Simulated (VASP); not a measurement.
A run of VASP 6.6.1 is set up as follows.

Contents of INCAR:

```
SYSTEM = Ni
PREC = Accurate
ENCUT = 520
EDIFF = 1E-7
ISMEAR = 0
SIGMA = 0.05
LREAL = .False.
LASPH = .True.
NELM = 150
ALGO = Normal
ISIF = 2
LWAVE = .False.
LCHARG = .False.
ISPIN = 2
MAGMOM = 0.7
LORBIT = 11
LMAXMIX = 4
GGA = CA
NBANDS = 15
```

The input KPOINTS:

```
Automatic mesh
0
Gamma
  20 20 20
  0 0 0
```

The input POSCAR:

```
Ni
1.0
    0.0000000000      1.7120438847      1.7120438847
    1.7120438847      0.0000000000      1.7120438847
    1.7120438847      1.7120438847      0.0000000000
Ni
1
Direct
    0.0000000000      0.0000000000      0.0000000000
```

Potentials or basis: VASP PAW LDA potentials, release 64 (Ni).

Launch:

```bash
$ cat potpaw_LDA.64/Ni/POTCAR > POTCAR
$ mpirun -np 1 vasp_std > vasp.out
```

(1) Estimate the pressure.

(2) Predict the site moments.

(3) Predict the net moment.

Results:

(1) -0.2 GPa.

(2) Ni +0.61 μB.

(3) 0.61 μB per cell.
